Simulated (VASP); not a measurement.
# InReS4 (F-43m) in VASP: further runs, part 2 of 2

VASP 6.6.1. Earlier steps stand in the parts before.

**3. Single point, PBE, collinear spin, ferromagnetic start**

This run uses another cell than the first one, of 23.13 Å³/atom, 1.277 times its volume.

File INCAR:

```
SYSTEM = InReS4
PREC     = Accurate       ! precision mode
ENCUT    = 520            ! plane-wave cutoff, eV
EDIFF    = 1E-6           ! SCF threshold, eV
ISMEAR   = 0              ! smearing method
SIGMA    = 0.1            ! smearing width, eV
LREAL    = .FALSE.        ! projectors in reciprocal space
LASPH    = .TRUE.         ! aspherical terms in the spheres
NELM     = 150            ! most SCF steps
ALGO     = Normal         ! electronic algorithm
ISIF     = 2              ! what is computed and relaxed
LWAVE    = .FALSE.        ! write WAVECAR
LCHARG   = .FALSE.        ! write CHGCAR
ISPIN    = 2              ! spin polarisation
MAGMOM   = 0 1 0 0 0 0    ! initial moments
LORBIT   = 11             ! projections on sites
LMAXMIX  = 4              ! l up to which the mixer works
GGA      = PE             ! functional
NBANDS   = 35             ! bands
```

File KPOINTS:

```
regular mesh
0
G
  4 4 4
  0 0 0
```

File POSCAR:

```
InReS4
1.0
    0.0000000000      4.1090978800      4.1090978800
    4.1090978800      0.0000000000      4.1090978800
    4.1090978800      4.1090978800      0.0000000000
In Re S
1 1 4
Direct
    0.2500000000      0.2500000000      0.2500000000
    0.5000000000      0.5000000000      0.5000000000
    0.8750412900      0.3748761400      0.8750412900
    0.8750412900      0.8750412900      0.8750412900
    0.8750412900      0.8750412900      0.3748761400
    0.3748761400      0.8750412900      0.8750412900
```

Potentials or basis: VASP PAW PBE potentials, release 64 (In_d, Re, S).

Command:

```sh
$ cat potpaw_PBE.64/In_d/POTCAR potpaw_PBE.64/Re/POTCAR potpaw_PBE.64/S/POTCAR > POTCAR
$ mpirun -np 1 vasp_std > vasp.out
```

OUTCAR:

```text
SYSTEM = InReS4
   PREC = Accurate
   ENCUT = 520
   EDIFF = 1E-6
   ISMEAR = 0
   LREAL = .FALSE.
   LASPH = .TRUE.
   NELM = 150
   ISIF = 2
   ISPIN = 2
   LORBIT = 11
   GGA = PE

 ion  position               nearest neighbor table
   1  0.250  0.250  0.250-   5 3.41   3 3.41   6 3.41   4 3.41   4 3.41   4 3.41   3 3.41   5 3.41
                             6 3.41   3 3.41   5 3.41   6 3.41   2 3.56   2 3.56   2 3.56   2 3.56
   2  0.500  0.500  0.500-   1 3.56   1 3.56   1 3.56   1 3.56
   3  0.875  0.375  0.875-   1 3.41   1 3.41   1 3.41
   4  0.875  0.875  0.875-   1 3.41   1 3.41   1 3.41
   5  0.875  0.875  0.375-   1 3.41   1 3.41   1 3.41
   6  0.375  0.875  0.875-   1 3.41   1 3.41   1 3.41

  LATTYP: Found a face centered cubic cell.
 ALAT       =     8.2181957600

  Lattice vectors:

 A1 = (   0.0000000000,   4.1090978800,   4.1090978800)
 A2 = (   4.1090978800,   0.0000000000,   4.1090978800)
 A3 = (   4.1090978800,   4.1090978800,   0.0000000000)

Analysis of symmetry for initial positions (statically):
=====================================================================
 Subroutine PRICEL returns:
 Original cell was already a primitive cell.

 Routine SETGRP: Setting up the symmetry group for a
 face centered cubic supercell.

 Subroutine GETGRP returns: Found 24 space group operations
 (whereof 24 operations were pure point group operations)
 out of a pool of 48 trial point group operations.

The static configuration has the point symmetry T_d .

Analysis of symmetry for dynamics (positions and initial velocities):
=====================================================================
 Subroutine PRICEL returns:
 Original cell was already a primitive cell.

 Routine SETGRP: Setting up the symmetry group for a
 face centered cubic supercell.

 Subroutine GETGRP returns: Found 24 space group operations
 (whereof 24 operations were pure point group operations)
 out of a pool of 48 trial point group operations.

The dynamic configuration has the point symmetry T_d .

Analysis of structural, dynamic, and magnetic symmetry:
=====================================================================
 Subroutine PRICEL returns:
 Original cell was already a primitive cell.

 Routine SETGRP: Setting up the symmetry group for a
 face centered cubic supercell.

 Subroutine GETGRP returns: Found 24 space group operations
 (whereof 24 operations were pure point group operations)
 out of a pool of 48 trial point group operations.

The overall configuration has the point symmetry T_d .

 Subroutine INISYM returns: Found 24 space group operations
 (whereof 24 operations are pure point group operations),
 and found     1 'primitive' translations

----------------------------------------------------------------------------------------

                                     Primitive cell

  volume of cell :     138.7616

  direct lattice vectors                    reciprocal lattice vectors
     0.000000000  4.109097880  4.109097880    -0.121681210  0.121681210  0.121681210
     4.109097880  0.000000000  4.109097880     0.121681210 -0.121681210  0.121681210
     4.109097880  4.109097880  0.000000000     0.121681210  0.121681210 -0.121681210

  length of vectors
[... 79 lines left out ...]
   ISIF   =      2    stress and relaxation
   ISYM   =      2    0-nonsym 1-usesym 2-fastsym
   POTIM  = 0.5000    time-step for ionic-motion
   TEBEG  =    0.0;   TEEND  =   0.0 temperature during run
   PSTRESS=    0.0 pullay stress
   NELECT =      44.0000    total number of electrons
   NUPDOWN=      -1.0000    fix difference up-down
   EMIN   =  10.00;   EMAX   =-10.00  energy-range for DOS
   EFERMI =   0.00;   METHOD = LEGACY
   ISMEAR =     0;   SIGMA  =   0.10  broadening in eV -4-tet -1-fermi 0-gaus
   EFERMI_NEDOS =   21; number of points for ismear=-14 and -15
   IALGO  =     38    algorithm
   IMIX   =      4    mixing-type and parameters
     AMIX     =   0.40;   BMIX     =  1.00
     AMIX_MAG =   1.60;   BMIX_MAG =  1.00
  volume/ion in A,a.u.               =      23.13       156.07
  Fermi-wavevector in a.u.,A,eV,Ry     =   1.116356  2.109606 16.956260  1.246250
  Thomas-Fermi vector in A             =   2.252969
   LORBIT       =     11    0 simple, 1 ext, 2 COOP (PROOUT), +10 PAW based schemes
   GGA     = PE    functional components
   LHFCALC =     F    Hartree Fock is set to
   AEXX    =    0.0000 exact exchange contribution
   IVDW    =     0    specifies the selected vdW correction
   LEPSILON=     F    determine dielectric tensor
   LRPA    =     F    only Hartree local field effects (RPA)
 spin polarized calculation
 Gauss-broadening in eV      SIGMA  =   0.10
  energy-cutoff  :      520.00
  volume of cell :      138.76
 maximum number of plane-waves:      3750
 NGX is ok and might be reduce to    48
   NGX = 21   NGY = 21   NGZ = 21

 number of electron      44.0000000 magnetization       4.7031267

 Free energy of the ion-electron system (eV)
  ---------------------------------------------------
  ext. energy  EPLUGINS =         0.00000000
  ---------------------------------------------------
  free energy    TOTEN  =       -22.05374792 eV

  energy without entropy =      -22.01618784  energy(sigma->0) =      -22.03496788

 E-fermi :   4.5900     XC(G=0):  -9.8943

 val. band max:        4.5850440442   @ k =   0.5000   0.2500   0.0000
 cond. band min:       4.6003862114   @ k =   0.2500   0.2500   0.0000
 fundamental gap:      0.0153421672
 Fermi energy:         4.5899551175

 spin component 1

 k-point     1 :       0.0000    0.0000    0.0000
  band No.  band energies     occupation
      1      -9.7453      1.00000
      2      -9.4639      1.00000
      3      -9.4639      1.00000
      4      -9.4639      1.00000
      5      -9.4485      1.00000
      6      -9.4485      1.00000
[... 285 lines left out ...]
     33      10.5701      0.00000
     34      11.5173      0.00000
 Fermi energy:         4.5899551175

 spin component 2

 k-point     1 :       0.0000    0.0000    0.0000
  band No.  band energies     occupation
      1      -9.7247      1.00000
      2      -9.4453      1.00000
      3      -9.4453      1.00000
      4      -9.4453      1.00000
      5      -9.4337      1.00000
      6      -9.4337      1.00000
[... 285 lines left out ...]
     33      11.4621      0.00000
     34      12.4514      0.00000
 [bands above 34 left out]

------------------------ aborting loop because EDIFF is reached ----------------------------------------

  FORCE on cell =-STRESS in cart. coord.  units (eV):
  Direction    XX          YY          ZZ          XY          YZ          ZX
  --------------------------------------------------------------------------------------
  -------------------------------------------------------------------------------------
  Total       -5.8435211     -5.8435211     -5.8435211      0.0000000     -0.0000000      0.0000000
  in kB      -67.4707823    -67.4707823    -67.4707823      0.0000000     -0.0000000      0.0000000
  external PRESSURE =     -67.4707823 kB  Pullay stress =       0.0000000 kB

 VOLUME and BASIS-vectors are now :
 -----------------------------------------------------------------------------
  energy-cutoff  :      520.00
  volume of cell :      138.76
      direct lattice vectors                 reciprocal lattice vectors
     0.000000000  4.109097880  4.109097880    -0.121681210  0.121681210  0.121681210
     4.109097880  0.000000000  4.109097880     0.121681210 -0.121681210  0.121681210
     4.109097880  4.109097880  0.000000000     0.121681210  0.121681210 -0.121681210

 POSITION                                       TOTAL-FORCE (eV/Angst)
 -----------------------------------------------------------------------------------
      2.05455      2.05455      2.05455        -0.000000     -0.000000     -0.000000
      4.10910      4.10910      4.10910        -0.000000     -0.000000     -0.000000
      5.13603      7.19126      5.13603         0.063934     -0.063934      0.063934
      7.19126      7.19126      7.19126        -0.063934     -0.063934     -0.063934
      5.13603      5.13603      7.19126         0.063934      0.063934     -0.063934
      7.19126      5.13603      5.13603        -0.063934      0.063934      0.063934
 -----------------------------------------------------------------------------------
    total drift:                               -0.000044     -0.000044     -0.000044

  FREE ENERGIE OF THE ION-ELECTRON SYSTEM (eV)
  ---------------------------------------------------
  free  energy   TOTEN  =       -22.0537479197 eV

  energy  without entropy=      -22.0161878382  energy(sigma->0) =      -22.03496788

 total charge

# of ion       s       p       d       tot
------------------------------------------
    1        1.112   0.214   9.855  11.182
    2        0.408   0.099   4.532   5.039
    3        1.424   2.075   0.000   3.499
    4        1.424   2.075   0.000   3.499
    5        1.424   2.075   0.000   3.499
    6        1.424   2.075   0.000   3.499
--------------------------------------------------
tot          7.216   8.612  14.387  30.215

 magnetization (x)

# of ion       s       p       d       tot
------------------------------------------
    1        0.029   0.014   0.005   0.048
    2        0.211   0.025   3.793   4.030
    3        0.003  -0.002   0.000   0.000
    4        0.003  -0.002   0.000   0.000
    5        0.003  -0.002   0.000   0.000
    6        0.003  -0.002   0.000   0.000
--------------------------------------------------
tot          0.251   0.031   3.798   4.080
```

Wall time 3.2 min (1 thread of AMD EPYC 9R45 (Zen 5), shared host); peak memory 0.4 GiB.

Results:

* Free energy: -22.0537 eV
* Pressure: -6.7 GPa
* Largest force: 0.111 eV/Å
* Net moment: 4.70 μB per cell
* Site moments: In +0.05; Re +4.03; S +0.00 μB
* Valence electrons inside the program's atomic spheres: In 11.18; Re 5.04; S 3.50

Forces on the atoms (eV/Å):
```
In   0.000  0.000  0.000
Re   0.000  0.000  0.000
S    0.064 -0.064  0.064
S   -0.064 -0.064 -0.064
S    0.064  0.064 -0.064
S   -0.064  0.064  0.064
```

Levels at points of the mesh, in eV from the Fermi level:
Spin up:
```
           k point  band 21  band 22  band 23  band 24  band 25  band 26  band 27  band 28
(0.00, 0.00, 0.00)    -0.85     0.14     0.61     0.61     0.61     1.44     1.44     1.44
(0.50, 0.00, 0.00)    -1.31    -1.21    -0.83    -0.83     0.10     0.65     1.39     1.39
(0.50, 0.50, 0.00)    -1.53    -1.43    -1.43    -0.57    -0.31     0.62     1.24     1.24
```
Spin down:
```
           k point  band 15  band 16  band 17  band 18  band 19  band 20  band 21  band 22  band 23  band 24
(0.00, 0.00, 0.00)    -3.41    -3.41     0.57     0.57     0.57     0.58     0.58     0.58     1.60     1.60
(0.50, 0.00, 0.00)    -2.48    -2.00    -1.95    -1.95    -1.87     0.61     0.80     0.80     0.88     1.30
(0.50, 0.50, 0.00)    -2.67    -2.13    -1.93    -1.93    -1.68    -0.60     0.57     0.57     0.73     1.24
```

Caveat: spin-orbit coupling is left out, which moves the levels of the heavy elements.

**4. Single point, PBE, collinear spin, ferromagnetic start**

This run uses another cell than the first one, of 17.80 Å³/atom, 0.983 times its volume.

File INCAR:

```
SYSTEM = InReS4
PREC = Accurate
ENCUT = 520
EDIFF = 1E-7
ISMEAR = 0
SIGMA = 0.1
LREAL = .FALSE.
LASPH = .TRUE.
NELM = 150
ALGO = Normal
ISIF = 2
LWAVE = .FALSE.
LCHARG = .FALSE.
ISPIN = 2
MAGMOM = 0 2.86 0 0 0 0
LORBIT = 11
LMAXMIX = 4
GGA = PE
NBANDS = 35
```

File KPOINTS:

```
Automatic mesh
0
G
  8 8 8
  0 0 0
```

File POSCAR:

```
InReS4
1.0
    0.0000000000      3.7656470124      3.7656470124
    3.7656470124      0.0000000000      3.7656470124
    3.7656470124      3.7656470124      0.0000000000
In Re S
1 1 4
Direct
    0.7500000000      0.7500000000      0.7500000000
    0.5000000000      0.5000000000      0.5000000000
    0.6142593127      0.1285802291      0.1285802291
    0.1285802291      0.6142593127      0.1285802291
    0.1285802291      0.1285802291      0.1285802291
    0.1285802291      0.1285802291      0.6142593127
```

Command:

```sh
$ cat potpaw_PBE.64/In_d/POTCAR potpaw_PBE.64/Re/POTCAR potpaw_PBE.64/S/POTCAR > POTCAR
$ mpirun -np 1 vasp_std > vasp.out
```

Wall time 5.2 min (1 thread of AMD EPYC 9R45 (Zen 5), shared host); peak memory 0.36 GiB.

The run converged. Its results:

| Quantity | Value |
| --- | --- |
| Free energy | -23.0961 eV |
| Pressure | -0.1 GPa |
| Largest force | 0.022 eV/Å |
| Net moment | 2.83 μB per cell |
| Site moments | In -0.03; Re +2.46; S +0.02 μB |
| Valence electrons inside the program's atomic spheres | In 11.26; Re 5.20; S 3.52 |

Forces on the atoms (eV/Å):
```
In   0.000  0.000  0.000
Re   0.000  0.000  0.000
S    0.013 -0.013 -0.013
S   -0.013  0.013 -0.013
S    0.013  0.013  0.013
S   -0.013 -0.013  0.013
```

Levels at points of the mesh, in eV from the Fermi level:
Spin up:
```csv
k point,band 20,band 21,band 22,band 23,band 24,band 25,band 26,band 27,band 28,band 29
"(0.00, 0.00, 0.00)",-0.19,-0.19,0.80,0.80,0.80,1.21,1.21,1.21,1.34,2.12
"(0.50, 0.00, 0.00)",-1.05,-1.05,-0.62,-0.41,-0.41,0.76,0.87,1.99,1.99,3.50
"(0.50, 0.50, 0.00)",-1.42,-1.41,-1.41,-0.90,-0.33,0.45,1.55,1.75,1.75,4.59
```
Spin down:
| k point | band 18 | band 19 | band 20 | band 21 | band 22 | band 23 | band 24 | band 25 |
| --- | --- | --- | --- | --- | --- | --- | --- | --- |
| (0.00, 0.00, 0.00) | -0.25 | -0.25 | 0.80 | 0.80 | 0.80 | 1.42 | 1.42 | 1.81 |
| (0.50, 0.00, 0.00) | -2.76 | -2.56 | 0.25 | 0.25 | 0.50 | 0.87 | 0.98 | 0.98 |
| (0.50, 0.50, 0.00) | -2.97 | -2.79 | -0.53 | -0.27 | -0.27 | 0.12 | 0.78 | 1.76 |

Caveat: spin-orbit coupling is left out, which moves the levels of the heavy elements.

**5. Relaxation of cell and atoms, PBE, collinear spin, ferromagnetic start**

This run uses another cell than the first one, of 23.13 Å³/atom, 1.277 times its volume.

File INCAR:

```
SYSTEM = InReS4
ALGO = Normal
EDIFF = 1E-7
EDIFFG = -0.04
ENCUT = 600
GGA = PE
IBRION = 2
ISIF = 3
ISMEAR = 0
ISPIN = 2
LASPH = .True.
LCHARG = .False.
LMAXMIX = 4
LORBIT = 11
LREAL = .False.
LWAVE = .False.
MAGMOM = 0 1 0 0 0 0
NELM = 150
NSW = 90
PREC = Accurate
SIGMA = 0.1
```

File KPOINTS:

```
k-points
0
Gamma
  4 4 4
  0 0 0
```

File POSCAR:

```
InReS4
1.0
    0.0000000000      4.1090978800      4.1090978800
    4.1090978800      0.0000000000      4.1090978800
    4.1090978800      4.1090978800      0.0000000000
In Re S
1 1 4
Direct
    0.2500000000      0.2500000000      0.2500000000
    0.5000000000      0.5000000000      0.5000000000
    0.8750412900      0.3748761400      0.8750412900
    0.8750412900      0.8750412900      0.8750412900
    0.8750412900      0.8750412900      0.3748761400
    0.3748761400      0.8750412900      0.8750412900
```

Command:

```sh
$ cat potpaw_PBE.64/In_d/POTCAR potpaw_PBE.64/Re/POTCAR potpaw_PBE.64/S/POTCAR > POTCAR
$ mpirun -np 1 vasp_std > vasp.out
```

Run time: 21 min. Hardware: 1 thread of AMD EPYC 9R45 (Zen 5), shared host; peak memory 0.44 GiB.

Results (log left out):

| Item | Value |
| --- | --- |
| Free energy | -22.8337 eV |
| Relaxed volume | 17.34 Å³/atom |
| Relaxed cell | a = 5.279 Å, b = 5.279 Å, c = 5.279 Å, α = 60.00°, β = 60.00°, γ = 60.00° |
| Space group after relaxing (to 0.05 Å) | F-43m (No. 216) |
| Energy gained by relaxing | 130.0 meV/atom |
| Ionic steps | 7 |
| Pressure after relaxing | -0.3 GPa |
| Largest force after relaxing | 0.028 eV/Å |
| Net moment | 0.12 μB per cell |
| Site moments | In -0.00; Re +0.13; S -0.00 μB |
| Valence electrons inside the program's atomic spheres | In 11.28; Re 5.21; S 3.52 |

Forces on the atoms (eV/Å):
```
In   0.000  0.000  0.000
Re   0.000  0.000  0.000
S    0.016 -0.016  0.016
S   -0.016 -0.016 -0.016
S    0.016  0.016 -0.016
S   -0.016  0.016  0.016
```

The path:
```
step  energy change (eV)  largest force (eV/Å)  pressure (GPa)  volume (Å³)
   1              0.0000                0.1108           -6.71       138.76
   2             -0.5991                0.2188           -4.00       120.21
   3             -0.7729                0.0578            1.34       102.04
   4             -0.7679                0.0594           -1.65       105.84
   5             -0.7795                0.0594           -0.02       103.69
   6             -0.7786                0.0589            0.50       103.05
   7             -0.7798                0.0280           -0.28       104.01
```

Final structure:
```yaml
crystal:
  lattice:
    - [0.00000, 3.73266, 3.73266]
    - [3.73266, 0.00000, 3.73266]
    - [3.73266, 3.73266, 0.00000]
  atoms:
    - { symbol: In, position: [0.25000, 0.25000, 0.25000] }
    - { symbol: Re, position: [0.50000, 0.50000, 0.50000] }
    - { symbol: S, position: [0.87400, 0.37800, 0.87400] }
    - { symbol: S, position: [0.87400, 0.87400, 0.87400] }
    - { symbol: S, position: [0.87400, 0.87400, 0.37800] }
    - { symbol: S, position: [0.37800, 0.87400, 0.87400] }
```

Levels at points of the mesh, in eV from the Fermi level:
Spin up:
```tsv
k point	band 19	band 20	band 21	band 22	band 23	band 24	band 25	band 26
(0.00, 0.00, 0.00)	-0.62	0.73	0.73	0.93	0.93	0.93	1.55	1.55
(0.50, 0.00, 0.00)	-2.84	-0.37	-0.37	0.09	0.42	0.42	1.01	1.12
(0.50, 0.50, 0.00)	-2.61	-0.79	-0.79	-0.55	-0.36	0.27	1.12	1.94
```
Spin down:
| k point | band 19 | band 20 | band 21 | band 22 | band 23 | band 24 | band 25 | band 26 |
| --- | --- | --- | --- | --- | --- | --- | --- | --- |
| (0.00, 0.00, 0.00) | -0.57 | 0.82 | 0.82 | 0.92 | 0.92 | 0.92 | 1.58 | 1.58 |
| (0.50, 0.00, 0.00) | -2.81 | -0.29 | -0.29 | 0.14 | 0.49 | 0.49 | 1.00 | 1.15 |
| (0.50, 0.50, 0.00) | -2.61 | -0.74 | -0.74 | -0.46 | -0.35 | 0.33 | 1.20 | 1.93 |

Caveat: the volume moved by over 15 % at a fixed basis, so the end points are rough; spin-orbit coupling is left out, which moves the levels of the heavy elements.

**6. Summary**

| task | cell | k mesh | cutoff (eV) | gap on the mesh (eV) | pressure (GPa) | moment (μB) | largest force (eV/Å) |
| --- | --- | --- | --- | --- | --- | --- | --- |
| single point | a = 5.357 Å, angles 60.0°, 6 atoms | 4 × 4 × 4 | 520 | none | -3.4 | 0.48 | 0.15 |
| single point | a = 5.811 Å, angles 60.0°, 6 atoms | 4 × 4 × 4 | 520 | none | -6.7 | 4.70 | 0.11 |
| single point | a = 5.325 Å, angles 60.0°, 6 atoms | 8 × 8 × 8 | 520 | none | -0.1 | 2.83 | 0.02 |
| relaxation of cell and atoms | relaxed from a = 5.811 Å, angles 60.0°, 6 atoms | 4 × 4 × 4 | 600 | none | -0.3 | 0.12 | 0.03 |

Alike in all rows: level PBE; potentials or basis VASP PAW PBE potentials, release 64 (In_d, Re, S); spin collinear, ferromagnetic start; smearing gaussian 0.1 eV.

Caveats: spin-orbit coupling is left out, which moves the levels of the heavy elements; the volume moved by over 15 % at a fixed basis, so the end points are rough (some runs).

Absolute energies hang on the potentials; compare differences alone.
